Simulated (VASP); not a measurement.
# Si3Sn (Pm-3n) in VASP: notebook

Si3Sn is run at these levels: PBE; tasks: single point.

All numbers are computed with VASP 6.6.1; they aren't measurements. Logs are shortened: lines on timing, memory, paths and dates and some standing lists are left out, and cuts for length are marked.

## Step 1: The cell of the first run

The structure is cubic, space group Pm-3n (No. 223). Conventional cell: a = 5.160 Å, b = 5.160 Å, c = 5.160 Å, α = 90.00°, β = 90.00°, γ = 90.00°. Si (site symmetry -4m2) has 10 Si at 2.58 to 3.16 Å and 4 Sn at 2.88 Å within 3.4 Å. Sn (site symmetry m-3) has 12 Si at 2.88 Å within 3.8 Å.

The cell was built from a structure type or drawn by symmetry, and may not be a known phase.

## Step 2: Single point, PBE

Input file INCAR:

```
SYSTEM = Si3Sn
PREC = Accurate
ENCUT = 520
EDIFF = 1E-6
ISMEAR = 0
SIGMA = 0.1
LREAL = .FALSE.
LASPH = .TRUE.
NELM = 80
ALGO = Normal
ISIF = 2
LWAVE = .FALSE.
LCHARG = .TRUE.
GGA = PE
LELF = .TRUE.
LVHAR = .TRUE.
NBANDS = 36
```

Input file KPOINTS:

```
Automatic mesh
0
G
  4 4 4
  0 0 0
```

Input file POSCAR:

```
Si3Sn
1.0
    5.1603242000      0.0000000000      0.0000000000
    0.0000000000      5.1603242000      0.0000000000
    0.0000000000      0.0000000000      5.1603242000
Si Sn
6 2
Direct
    0.2500000000      0.0000000000      0.5000000000
    0.5000000000      0.7500000000      0.0000000000
    0.7500000000      0.0000000000      0.5000000000
    0.5000000000      0.2500000000      0.0000000000
    0.0000000000      0.5000000000      0.7500000000
    0.0000000000      0.5000000000      0.2500000000
    0.0000000000      0.0000000000      0.0000000000
    0.5000000000      0.5000000000      0.5000000000
```

Potentials or basis: VASP PAW PBE potentials, release 64 (Si, Sn_d).

Launch:

```console
> cat potpaw_PBE.64/Si/POTCAR potpaw_PBE.64/Sn_d/POTCAR > POTCAR
> mpirun -np 1 vasp_std > vasp.out
```

OUTCAR:

```text
SYSTEM = Si3Sn
   PREC = Accurate
   ENCUT = 520
   EDIFF = 1E-6
   ISMEAR = 0
   LREAL = .FALSE.
   LASPH = .TRUE.
   NELM = 80
   ISIF = 2
   GGA = PE

 ion  position               nearest neighbor table
   1  0.250  0.000  0.500-   3 2.58   3 2.58   8 2.88   7 2.88   8 2.88   7 2.88
   2  0.500  0.750  0.000-   4 2.58   4 2.58   8 2.88   8 2.88   7 2.88   7 2.88
   3  0.750  0.000  0.500-   1 2.58   1 2.58   8 2.88   7 2.88   8 2.88   7 2.88
   4  0.500  0.250  0.000-   2 2.58   2 2.58   8 2.88   8 2.88   7 2.88   7 2.88
   5  0.000  0.500  0.750-   6 2.58   6 2.58   8 2.88   7 2.88   7 2.88   8 2.88
   6  0.000  0.500  0.250-   5 2.58   5 2.58   8 2.88   7 2.88   7 2.88   8 2.88
   7  0.000  0.000  0.000-   1 2.88   2 2.88   3 2.88   4 2.88   5 2.88   6 2.88   1 2.88   3 2.88
                             5 2.88   6 2.88   2 2.88   4 2.88
   8  0.500  0.500  0.500-   1 2.88   2 2.88   3 2.88   4 2.88   5 2.88   6 2.88   2 2.88   4 2.88
                             1 2.88   3 2.88   5 2.88   6 2.88

  LATTYP: Found a simple cubic cell.
 ALAT       =     5.1603242000

  Lattice vectors:

 A1 = (   5.1603242000,   0.0000000000,   0.0000000000)
 A2 = (   0.0000000000,   5.1603242000,   0.0000000000)
 A3 = (   0.0000000000,   0.0000000000,   5.1603242000)

Analysis of symmetry for initial positions (statically):
=====================================================================
 Subroutine PRICEL returns:
 Original cell was already a primitive cell.

 Routine SETGRP: Setting up the symmetry group for a
 simple cubic supercell.

 Subroutine GETGRP returns: Found 48 space group operations
 (whereof 24 operations were pure point group operations)
 out of a pool of 48 trial point group operations.

The static configuration has the point symmetry T_h .
 The point group associated with its full space group is O_h .

Analysis of symmetry for dynamics (positions and initial velocities):
=====================================================================
 Subroutine PRICEL returns:
 Original cell was already a primitive cell.

 Routine SETGRP: Setting up the symmetry group for a
 simple cubic supercell.

 Subroutine GETGRP returns: Found 48 space group operations
 (whereof 24 operations were pure point group operations)
 out of a pool of 48 trial point group operations.

The dynamic configuration has the point symmetry T_h .
 The point group associated with its full space group is O_h .

 Subroutine INISYM returns: Found 48 space group operations
 (whereof 24 operations are pure point group operations),
 and found     1 'primitive' translations

----------------------------------------------------------------------------------------

                                     Primitive cell

  volume of cell :     137.4140

  direct lattice vectors                    reciprocal lattice vectors
     5.160324200  0.000000000  0.000000000     0.193786274  0.000000000  0.000000000
     0.000000000  5.160324200  0.000000000     0.000000000  0.193786274  0.000000000
     0.000000000  0.000000000  5.160324200     0.000000000  0.000000000  0.193786274

  length of vectors
     5.160324200  5.160324200  5.160324200     0.193786274  0.193786274  0.193786274

  position of ions in fractional coordinates (direct lattice)
     0.250000000  0.000000000  0.500000000
     0.500000000  0.750000000  0.000000000
     0.750000000  0.000000000  0.500000000
     0.500000000  0.250000000  0.000000000
     0.000000000  0.500000000  0.750000000
     0.000000000  0.500000000  0.250000000
     0.000000000  0.000000000  0.000000000
     0.500000000  0.500000000  0.500000000

  ion indices of the primitive-cell ions
   primitive index   ion index
                 1           1
                 2           2
                 3           3
                 4           4
                 5           5
                 6           6
                 7           7
                 8           8

----------------------------------------------------------------------------------------

 KPOINTS: Automatic mesh

Automatic generation of k-mesh.
 Grid dimensions read from file:
 generate k-points for:    4    4    4

 Generating k-lattice:

  Cartesian coordinates                     Fractional coordinates (reciprocal lattice)
     0.048446569  0.000000000  0.000000000     0.250000000  0.000000000  0.000000000
     0.000000000  0.048446569  0.000000000     0.000000000  0.250000000  0.000000000
     0.000000000  0.000000000  0.048446569     0.000000000  0.000000000  0.250000000

  Length of vectors
     0.048446569  0.048446569  0.048446569

  Shift w.r.t. Gamma in fractional coordinates (k-lattice)
     0.000000000  0.000000000  0.000000000

 Subroutine IBZKPT returns following result:
 ===========================================

 Found     10 irreducible k-points:

 Following reciprocal coordinates:
            Coordinates               Weight
  0.000000  0.000000  0.000000      1.000000
  0.250000  0.000000  0.000000      6.000000
  0.500000  0.000000  0.000000      3.000000
  0.250000  0.250000  0.000000     12.000000
  0.500000  0.250000  0.000000     12.000000
  0.500000  0.500000  0.000000      3.000000
  0.250000  0.250000  0.250000      8.000000
  0.500000  0.250000  0.250000     12.000000
  0.500000  0.500000  0.250000      6.000000
  0.500000  0.500000  0.500000      1.000000
   k-points           NKPTS =     10   k-points in BZ     NKDIM =     10   number of bands    NBANDS=     36
   number of dos      NEDOS =    301   number of ions     NIONS =      8
   total plane-waves  NPLWV =  64000
   dimension x,y,z NGX =    40 NGY =   40 NGZ =   40
   dimension x,y,z NGXF=    80 NGYF=   80 NGZF=   80
   ions per type =               6   2
   NGX,Y,Z   is equivalent  to a cutoff of  12.89, 12.89, 12.89 a.u.
   NGXF,Y,Z  is equivalent  to a cutoff of  25.77, 25.77, 25.77 a.u.
 SYSTEM =  Si3Sn
   PREC   = accura    normal or accurate (medium, high low for compatibility)
   ISTART =      0    job   : 0-new  1-cont  2-samecut
   ICHARG =      2    charge: 1-file 2-atom 10-const
   ISPIN  =      1    spin polarized calculation?
   LNONCOLLINEAR =      F non collinear calculations
   LSORBIT =      F    spin-orbit coupling
   LASPH  =      T    aspherical Exc in radial PAW
   ENCUT  =  520.0 eV  38.22 Ry    6.18 a.u.   9.59  9.59  9.59*2*pi/ulx,y,z
   NELM   =     80;   NELMIN=  2; NELMDL= -5     # of ELM steps
   EDIFF  = 0.1E-05   stopping-criterion for ELM
   LREAL  =      F    real-space projection
   EDIFFG = 0.1E-04   stopping-criterion for IOM
   NSW    =      0    number of steps for IOM
   IBRION =     -1    ionic relax: 0-MD 1-quasi-New 2-CG
   NFREE  =      0    steps in history (QN), initial steepest desc. (CG)
   ISIF   =      2    stress and relaxation
   ISYM   =      2    0-nonsym 1-usesym 2-fastsym
   POTIM  = 0.5000    time-step for ionic-motion
   TEBEG  =    0.0;   TEEND  =   0.0 temperature during run
   PSTRESS=    0.0 pullay stress
   NELECT =      52.0000    total number of electrons
   NUPDOWN=      -1.0000    fix difference up-down
   EMIN   =  10.00;   EMAX   =-10.00  energy-range for DOS
   EFERMI =   0.00;   METHOD = LEGACY
   ISMEAR =     0;   SIGMA  =   0.10  broadening in eV -4-tet -1-fermi 0-gaus
   EFERMI_NEDOS =   21; number of points for ismear=-14 and -15
   IALGO  =     38    algorithm
   IMIX   =      4    mixing-type and parameters
     AMIX     =   0.40;   BMIX     =  1.00
     AMIX_MAG =   1.60;   BMIX_MAG =  1.00
  volume/ion in A,a.u.               =      17.18       115.91
  Fermi-wavevector in a.u.,A,eV,Ry     =   1.184129  2.237679 19.077560  1.402161
  Thomas-Fermi vector in A             =   2.320349
   LORBIT       =      0    0 simple, 1 ext, 2 COOP (PROOUT), +10 PAW based schemes
   GGA     = PE    functional components
   LHFCALC =     F    Hartree Fock is set to
   AEXX    =    0.0000 exact exchange contribution
   IVDW    =     0    specifies the selected vdW correction
   LEPSILON=     F    determine dielectric tensor
   LRPA    =     F    only Hartree local field effects (RPA)
 non-spin polarized calculation
 Gauss-broadening in eV      SIGMA  =   0.10
  energy-cutoff  :      520.00
  volume of cell :      137.41
 maximum number of plane-waves:      3743
 NGX is ok and might be reduce to    40
   NGX = 19   NGY = 19   NGZ = 19

 number of electron      51.9999976 magnetization

 Free energy of the ion-electron system (eV)
  ---------------------------------------------------
  ext. energy  EPLUGINS =         0.00000000
  ---------------------------------------------------
  free energy    TOTEN  =       -34.40419787 eV

  energy without entropy =      -34.38709704  energy(sigma->0) =      -34.39564745

 E-fermi :   9.6269     XC(G=0): -11.0636

 val. band max:        9.5401462489   @ k =   0.5000   0.2500   0.2500
 cond. band min:       9.6445945542   @ k =   0.5000   0.5000   0.2500
 fundamental gap:      0.1044483053
 Fermi energy:         9.6269322747

 k-point     1 :       0.0000    0.0000    0.0000
  band No.  band energies     occupation
      1     -11.8510      2.00000
      2     -11.8510      2.00000
      3     -11.8340      2.00000
      4     -11.8340      2.00000
      5     -11.8278      2.00000
      6     -11.8278      2.00000
[... 28 lines left out ...]
     35      13.0462      0.00000
     36      13.0462      0.00000

 k-point     2 :       0.2500    0.0000    0.0000
  band No.  band energies     occupation
      1     -11.8483      2.00000
      2     -11.8456      2.00000
      3     -11.8363      2.00000
      4     -11.8336      2.00000
      5     -11.8261      2.00000
      6     -11.8261      2.00000
[... 28 lines left out ...]
     35      14.9596      0.00000
     36      15.4104      0.00000
[... 271 lines left out ...]
     35      12.8686      0.00000
     36      12.8739      0.00000

 k-point    10 :       0.5000    0.5000    0.5000
  band No.  band energies     occupation
      1     -11.8334      2.00000
      2     -11.8334      2.00000
      3     -11.8334      2.00000
      4     -11.8334      2.00000
      5     -11.8227      2.00000
      6     -11.8227      2.00000
[... 28 lines left out ...]
     35      12.2208      0.00000
     36      12.2213      0.00000

------------------------ aborting loop because EDIFF is reached ----------------------------------------

  FORCE on cell =-STRESS in cart. coord.  units (eV):
  Direction    XX          YY          ZZ          XY          YZ          ZX
  --------------------------------------------------------------------------------------
  -------------------------------------------------------------------------------------
  Total        6.2083866      6.2083866      6.2083866      0.0000000      0.0000000      0.0000000
  in kB       72.3866324     72.3866324     72.3866324      0.0000000      0.0000000      0.0000000
  external PRESSURE =      72.3866324 kB  Pullay stress =       0.0000000 kB

 VOLUME and BASIS-vectors are now :
 -----------------------------------------------------------------------------
  energy-cutoff  :      520.00
  volume of cell :      137.41
      direct lattice vectors                 reciprocal lattice vectors
     5.160324200  0.000000000  0.000000000     0.193786274  0.000000000  0.000000000
     0.000000000  5.160324200  0.000000000     0.000000000  0.193786274  0.000000000
     0.000000000  0.000000000  5.160324200     0.000000000  0.000000000  0.193786274

 POSITION                                       TOTAL-FORCE (eV/Angst)
 -----------------------------------------------------------------------------------
      1.29008      0.00000      2.58016         0.000000      0.000000      0.000000
      2.58016      3.87024      0.00000        -0.000000     -0.000000     -0.000000
      3.87024      0.00000      2.58016        -0.000000     -0.000000     -0.000000
      2.58016      1.29008      0.00000        -0.000000      0.000000     -0.000000
      0.00000      2.58016      3.87024         0.000000      0.000000     -0.000000
      0.00000      2.58016      1.29008        -0.000000     -0.000000      0.000000
      0.00000      0.00000      0.00000         0.000000     -0.000000     -0.000000
      2.58016      2.58016      2.58016         0.000000     -0.000000     -0.000000
 -----------------------------------------------------------------------------------
    total drift:                               -0.000000      0.000000     -0.000000

  FREE ENERGIE OF THE ION-ELECTRON SYSTEM (eV)
  ---------------------------------------------------
  free  energy   TOTEN  =       -34.4041978715 eV

  energy  without entropy=      -34.3870970370  energy(sigma->0) =      -34.39564745
```

It took 42 s on 1 thread of Intel Xeon 8259CL, shared host; peak memory 0.24 GiB.

What came out:

```
Free energy            : -34.4042 eV
Pressure               : 7.2 GPa
Band gap on the k mesh : zero (bands 26 and 27 overlap by 2.33 eV)
```

Levels at points of the mesh, in eV from the Fermi level:
```tsv
k point	band 24	band 25	band 26	band 27	band 28	band 29
(0.00, 0.00, 0.00)	-2.24	-2.24	-2.24	-0.93	-0.93	-0.93
(0.50, 0.00, 0.00)	-1.45	-0.80	-0.80	-0.37	-0.37	0.26
(0.50, 0.50, 0.00)	0.09	0.42	0.42	0.45	0.76	0.76
(0.50, 0.50, 0.50)	0.88	1.41	1.41	1.41	1.41	1.41
```

Caveat: the cell stands under pressure; spin-orbit coupling is left out, which moves the levels of the heavy elements.

[end of part 1 of 2]
